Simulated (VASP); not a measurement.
# Ti (P6/mmm) in VASP: further runs

The runs below take Ti through single point, with PBEsol.

Everything below comes from runs of VASP 6.6.1. Logs are shortened: lines on timing, memory, paths and dates and some standing lists are left out, and cuts for length are marked.

## Step 1: The cell of the first run

The structure is hexagonal, space group P6/mmm (No. 191). Conventional cell: a = 4.461 Å, b = 4.461 Å, c = 2.530 Å, α = 90.00°, β = 90.00°, γ = 120.00°. Ti (site symmetry 6/mmm) has 14 Ti at 2.53 to 2.87 Å within 3.3 Å. Within 3.3 Å of Ti (site symmetry -6m2) lie 11 Ti at 2.53 to 2.87 Å.

This isn't the form of Ti at room conditions, which is hcp.

## Step 2: Single point, PBEsol

The input, INCAR:

```
SYSTEM = Ti
  PREC = Accurate
  ENCUT = 520
  EDIFF = 1E-6
  ISMEAR = 0
  SIGMA = 0.15
  LREAL = .FALSE.
  LASPH = .TRUE.
  NELM = 80
  ALGO = Fast
  ISIF = 2
  LWAVE = .FALSE.
  LCHARG = .TRUE.
  GGA = PS
  LELF = .TRUE.
  LVHAR = .TRUE.
  NBANDS = 25
```

The input, KPOINTS:

```
regular mesh
0
G
  12 12 14
  0 0 0
```

The input, POSCAR:

```
Ti
1.0
    4.4607000000      0.0000000000      0.0000000000
   -2.2303500000      3.8630795187      0.0000000000
    0.0000000000      0.0000000000      2.5297000000
Ti
3
Direct
    0.0000000000      0.0000000000      0.0000000000
    0.3333333333      0.6666666667      0.5000000000
    0.6666666667      0.3333333333      0.5000000000
```

Potentials or basis: VASP PAW PBE potentials, release 64 (Ti_sv).

Started as:

```sh
cat potpaw_PBE.64/Ti_sv/POTCAR > POTCAR
mpirun -np 1 vasp_std > vasp.out
```

OUTCAR:

```text
SYSTEM = Ti
   PREC = Accurate
   ENCUT = 520
   EDIFF = 1E-6
   ISMEAR = 0
   LREAL = .FALSE.
   LASPH = .TRUE.
   NELM = 80
   ISIF = 2
   GGA = PS

 ion  position               nearest neighbor table
   1  0.000  0.000  0.000-   2 2.87   3 2.87   2 2.87   3 2.87   3 2.87   3 2.87   2 2.87   2 2.87
                             3 2.87   3 2.87   2 2.87   2 2.87
   2  0.333  0.667  0.500-   3 2.58   3 2.58   3 2.58   1 2.87   1 2.87   1 2.87   1 2.87   1 2.87
                             1 2.87
   3  0.667  0.333  0.500-   2 2.58   2 2.58   2 2.58   1 2.87   1 2.87   1 2.87   1 2.87   1 2.87
                             1 2.87

  LATTYP: Found a hexagonal cell.
 ALAT       =     4.4607000000
 C/A-ratio  =     0.5671083014

  Lattice vectors:

 A1 = (   4.4607000000,   0.0000000000,   0.0000000000)
 A2 = (  -2.2303500000,   3.8630795187,   0.0000000000)
 A3 = (   0.0000000000,   0.0000000000,   2.5297000000)

Analysis of symmetry for initial positions (statically):
=====================================================================
 Subroutine PRICEL returns:
 Original cell was already a primitive cell.

 Routine SETGRP: Setting up the symmetry group for a
 hexagonal supercell.

 Subroutine GETGRP returns: Found 24 space group operations
 (whereof 24 operations were pure point group operations)
 out of a pool of 24 trial point group operations.

The static configuration has the point symmetry D_6h.

Analysis of symmetry for dynamics (positions and initial velocities):
=====================================================================
 Subroutine PRICEL returns:
 Original cell was already a primitive cell.

 Routine SETGRP: Setting up the symmetry group for a
 hexagonal supercell.

 Subroutine GETGRP returns: Found 24 space group operations
 (whereof 24 operations were pure point group operations)
 out of a pool of 24 trial point group operations.

The dynamic configuration has the point symmetry D_6h.

 Subroutine INISYM returns: Found 24 space group operations
 (whereof 24 operations are pure point group operations),
 and found     1 'primitive' translations

----------------------------------------------------------------------------------------

                                     Primitive cell

  volume of cell :      43.5919

  direct lattice vectors                    reciprocal lattice vectors
     4.460700000  0.000000000  0.000000000     0.224180061  0.129430419  0.000000000
    -2.230350000  3.863079519  0.000000000     0.000000000  0.258860838  0.000000000
     0.000000000  0.000000000  2.529700000     0.000000000  0.000000000  0.395303791

  length of vectors
     4.460700000  4.460700000  2.529700000     0.258860838  0.258860838  0.395303791

  position of ions in fractional coordinates (direct lattice)
     0.000000000  0.000000000  0.000000000
     0.333333333  0.666666667  0.500000000
     0.666666667  0.333333333  0.500000000

  ion indices of the primitive-cell ions
   primitive index   ion index
                 1           1
                 2           2
                 3           3

----------------------------------------------------------------------------------------

 KPOINTS: regular mesh

Automatic generation of k-mesh.
 Grid dimensions read from file:
 generate k-points for:   12   12   14

 Generating k-lattice:

  Cartesian coordinates                     Fractional coordinates (reciprocal lattice)
     0.018681672  0.010785868  0.000000000     0.083333333  0.000000000  0.000000000
     0.000000000  0.021571736  0.000000000     0.000000000  0.083333333  0.000000000
     0.000000000  0.000000000  0.028235985     0.000000000  0.000000000  0.071428571

  Length of vectors
     0.021571736  0.021571736  0.028235985

  Shift w.r.t. Gamma in fractional coordinates (k-lattice)
     0.000000000  0.000000000  0.000000000

 Subroutine IBZKPT returns following result:
 ===========================================

 Found    152 irreducible k-points:

 Following reciprocal coordinates:
            Coordinates               Weight
  0.000000  0.000000  0.000000      1.000000
  0.083333  0.000000  0.000000      6.000000
  0.166667  0.000000  0.000000      6.000000
  0.250000 -0.000000  0.000000      6.000000
  0.333333  0.000000  0.000000      6.000000
  0.416667 -0.000000  0.000000      6.000000
[... 16 lines left out ...]
  0.250000 -0.000000  0.071429     12.000000
  0.333333  0.000000  0.071429     12.000000
 [... further k-points ...]
   k-points           NKPTS =    152   k-points in BZ     NKDIM =    152   number of bands    NBANDS=     25
   number of dos      NEDOS =    301   number of ions     NIONS =      3
   total plane-waves  NPLWV =  25920
   dimension x,y,z NGX =    36 NGY =   36 NGZ =   20
   dimension x,y,z NGXF=    72 NGYF=   72 NGZF=   40
   ions per type =               3
   NGX,Y,Z   is equivalent  to a cutoff of  13.42, 13.42, 13.14 a.u.
   NGXF,Y,Z  is equivalent  to a cutoff of  26.83, 26.83, 26.29 a.u.
 SYSTEM =  Ti
   PREC   = accura    normal or accurate (medium, high low for compatibility)
   ISTART =      0    job   : 0-new  1-cont  2-samecut
   ICHARG =      2    charge: 1-file 2-atom 10-const
   ISPIN  =      1    spin polarized calculation?
   LNONCOLLINEAR =      F non collinear calculations
   LSORBIT =      F    spin-orbit coupling
   LASPH  =      T    aspherical Exc in radial PAW
   ENCUT  =  520.0 eV  38.22 Ry    6.18 a.u.   8.29  8.29  4.70*2*pi/ulx,y,z
   NELM   =     80;   NELMIN=  2; NELMDL= -5     # of ELM steps
   EDIFF  = 0.1E-05   stopping-criterion for ELM
   LREAL  =      F    real-space projection
   EDIFFG = 0.1E-04   stopping-criterion for IOM
   NSW    =      0    number of steps for IOM
   IBRION =     -1    ionic relax: 0-MD 1-quasi-New 2-CG
   NFREE  =      0    steps in history (QN), initial steepest desc. (CG)
   ISIF   =      2    stress and relaxation
   ISYM   =      2    0-nonsym 1-usesym 2-fastsym
   POTIM  = 0.5000    time-step for ionic-motion
   TEBEG  =    0.0;   TEEND  =   0.0 temperature during run
   PSTRESS=    0.0 pullay stress
   NELECT =      36.0000    total number of electrons
   NUPDOWN=      -1.0000    fix difference up-down
   EMIN   =  10.00;   EMAX   =-10.00  energy-range for DOS
   EFERMI =   0.00;   METHOD = LEGACY
   ISMEAR =     0;   SIGMA  =   0.15  broadening in eV -4-tet -1-fermi 0-gaus
   EFERMI_NEDOS =   21; number of points for ismear=-14 and -15
   IALGO  =     68    algorithm
   IMIX   =      4    mixing-type and parameters
     AMIX     =   0.40;   BMIX     =  1.00
     AMIX_MAG =   1.60;   BMIX_MAG =  1.00
  volume/ion in A,a.u.               =      14.53        98.06
  Fermi-wavevector in a.u.,A,eV,Ry     =   1.535938  2.902503 32.097592  2.359106
  Thomas-Fermi vector in A             =   2.642657
   LORBIT       =      0    0 simple, 1 ext, 2 COOP (PROOUT), +10 PAW based schemes
   GGA     = PS    functional components
   LHFCALC =     F    Hartree Fock is set to
   AEXX    =    0.0000 exact exchange contribution
   IVDW    =     0    specifies the selected vdW correction
   LEPSILON=     F    determine dielectric tensor
   LRPA    =     F    only Hartree local field effects (RPA)
 non-spin polarized calculation
 RMM-DIIS sequential band-by-band and
 Gauss-broadening in eV      SIGMA  =   0.15
  energy-cutoff  :      520.00
  volume of cell :       43.59
 maximum number of plane-waves:      1199
 NGX is ok and might be reduce to    36

 number of electron      36.0000012 magnetization

 Free energy of the ion-electron system (eV)
  ---------------------------------------------------
  ext. energy  EPLUGINS =         0.00000000
  ---------------------------------------------------
  free energy    TOTEN  =       -24.58998626 eV

  energy without entropy =      -24.54127830  energy(sigma->0) =      -24.56563228

 E-fermi :   9.9737     XC(G=0): -12.5134

 val. band max:        9.9718483211   @ k =   0.2500  -0.0000   0.3571
 cond. band min:       9.9778168976   @ k =   0.0833   0.0833   0.0000
 fundamental gap:      0.0059685764
 Fermi energy:         9.9737116396

 k-point     1 :       0.0000    0.0000    0.0000
  band No.  band energies     occupation
      1     -46.2210      2.00000
      2     -45.9917      2.00000
      3     -45.8163      2.00000
      4     -22.6804      2.00000
      5     -22.6804      2.00000
      6     -22.6766      2.00000
[... 17 lines left out ...]
     24      12.9349      0.00000
     25      12.9448      0.00000

 k-point     2 :       0.0833    0.0000    0.0000
  band No.  band energies     occupation
      1     -46.2170      2.00000
      2     -45.9921      2.00000
      3     -45.8201      2.00000
      4     -22.7691      2.00000
      5     -22.7577      2.00000
      6     -22.5841      2.00000
[... 17 lines left out ...]
     24      12.7082      0.00000
     25      13.1726      0.00000

 k-point     3 :       0.1667    0.0000    0.0000
  band No.  band energies     occupation
      1     -46.2060      2.00000
      2     -45.9928      2.00000
      3     -45.8311      2.00000
      4     -22.8510      2.00000
      5     -22.8019      2.00000
      6     -22.4914      2.00000
[... 17 lines left out ...]
     24      12.5902      0.00000
     25      13.4096      0.00000

 k-point     4 :       0.2500   -0.0000    0.0000
  band No.  band energies     occupation
      1     -46.1902      2.00000
      2     -45.9925      2.00000
      3     -45.8480      2.00000
      4     -22.9197      2.00000
      5     -22.8042      2.00000
      6     -22.4060      2.00000
[... 17 lines left out ...]
     24      12.5650      0.00000
     25      13.6469      0.00000
[... 477 lines left out ...]
 k-point    22 :       0.1667    0.0000    0.0714
  band No.  band energies     occupation
      1     -46.1948      2.00000
      2     -45.9853      2.00000
      3     -45.8220      2.00000
      4     -22.8371      2.00000
      5     -22.7891      2.00000
      6     -22.4847      2.00000
[... 17 lines left out ...]
     24      12.4703      0.00000
     25      13.4195      0.00000

 k-point    23 :       0.2500   -0.0000    0.0714
  band No.  band energies     occupation
      1     -46.1795      2.00000
      2     -45.9845      2.00000
      3     -45.8389      2.00000
      4     -22.9047      2.00000
      5     -22.7920      2.00000
      6     -22.4016      2.00000
[... 17 lines left out ...]
     24      12.4309      0.00000
     25      13.7026      0.00000

 k-point    24 :       0.3333    0.0000    0.0714
  band No.  band energies     occupation
      1     -46.1635      2.00000
      2     -45.9813      2.00000
      3     -45.8590      2.00000
      4     -22.9557      2.00000
      5     -22.7528      2.00000
      6     -22.3540      2.00000
[... 17 lines left out ...]
     24      12.5428      0.00000
     25      13.8626      0.00000

 [... further k-points ...]
[... 5 lines left out ...]
  --------------------------------------------------------------------------------------
  -------------------------------------------------------------------------------------
  Total        3.4137762      3.4137762      8.3813051      0.0000000      0.0000000     -0.0000000
  in kB      125.4700129    125.4700129    308.0466902      0.0000000      0.0000000     -0.0000000
  external PRESSURE =     186.3289053 kB  Pullay stress =       0.0000000 kB

 VOLUME and BASIS-vectors are now :
 -----------------------------------------------------------------------------
  energy-cutoff  :      520.00
  volume of cell :       43.59
      direct lattice vectors                 reciprocal lattice vectors
     4.460700000  0.000000000  0.000000000     0.224180061  0.129430419  0.000000000
    -2.230350000  3.863079519  0.000000000     0.000000000  0.258860838  0.000000000
     0.000000000  0.000000000  2.529700000     0.000000000  0.000000000  0.395303791

 POSITION                                       TOTAL-FORCE (eV/Angst)
 -----------------------------------------------------------------------------------
      0.00000      0.00000      0.00000         0.000000      0.000000      0.000000
     -0.00000      2.57539      1.26485         0.000000      0.000000      0.000000
      2.23035      1.28769      1.26485        -0.000000     -0.000000      0.000000
 -----------------------------------------------------------------------------------
    total drift:                                0.000000     -0.000000     -0.000000

  FREE ENERGIE OF THE ION-ELECTRON SYSTEM (eV)
  ---------------------------------------------------
  free  energy   TOTEN  =       -24.5899862566 eV

  energy  without entropy=      -24.5412783002  energy(sigma->0) =      -24.56563228
```

It took 18 min on 1 thread of AMD EPYC 7R13, shared host; peak memory 0.23 GiB.

What came out:

* Free energy: -24.5900 eV
* Pressure: 18.6 GPa
* Band gap on the k mesh: zero (bands 18 and 19 overlap by 0.45 eV)

Stress tensor (GPa, compression positive):
```
12.55  0.00  0.00
 0.00 12.55  0.00
 0.00  0.00 30.80
```

Caveat: the stress differs along the axes, from 13 to 31 GPa; the PAW data sets were made with another functional, which shifts forces and pressure a little.

## Step 3: Single point, PBEsol

This run uses another cell than the first one, of the same volume but with other edges.

The input, INCAR:

```
ALGO = Fast
EDIFF = 1E-6
ENCUT = 520
GGA = PS
ISIF = 2
ISMEAR = 0
LASPH = True
LCHARG = True
LELF = True
LREAL = False
LVHAR = True
LWAVE = False
NBANDS = 25
NELM = 60
PREC = Accurate
SIGMA = 0.15
```

The input, KPOINTS:

```
k-points
0
Gamma
  12 12 14
```

The input, POSCAR:

```
Ti
1.0
    4.4066000000      0.0000000000      0.0000000000
   -2.2033000000      3.8162275443      0.0000000000
    0.0000000000      0.0000000000      2.5968000000
Ti
3
Direct
    0.0000000000      0.0000000000      0.0000000000
    0.3333333333      0.6666666667      0.5000000000
    0.6666666667      0.3333333333      0.5000000000
```

Potentials or basis: VASP PAW PBE potentials, release 64 (Ti_sv).

Started as:

```sh
cat potpaw_PBE.64/Ti_sv/POTCAR > POTCAR
mpirun -np 1 vasp_std > vasp.out
```

Run time: 17 min. Hardware: 1 thread of AMD EPYC 7R13, shared host; peak memory 0.23 GiB.

It converged, with:

| Quantity | Value |
| --- | --- |
| Free energy | -24.7158 eV |
| Pressure | 17.8 GPa |
| Band gap on the k mesh | zero (bands 18 and 19 overlap by 0.41 eV) |

Stress tensor (GPa, compression positive):
```
13.34  0.00  0.00
 0.00 13.34  0.00
 0.00  0.00 26.83
```

Levels at points of the mesh, in eV from the Fermi level:
```csv
k point,band 16,band 17,band 18,band 19,band 20,band 21
"(0.00, 0.00, 0.00)",-0.72,-0.64,-0.64,-0.21,0.51,1.50
"(0.50, 0.00, 0.00)",-0.66,-0.53,-0.53,-0.07,0.40,1.55
"(0.00, 0.00, 0.50)",-1.94,-1.82,-1.25,1.03,1.03,1.68
"(0.50, 0.00, 0.50)",-1.45,-0.60,-0.44,0.33,1.13,1.42
```

Caveat: the stress differs along the axes, from 13 to 27 GPa; the PAW data sets were made with another functional, which shifts forces and pressure a little.
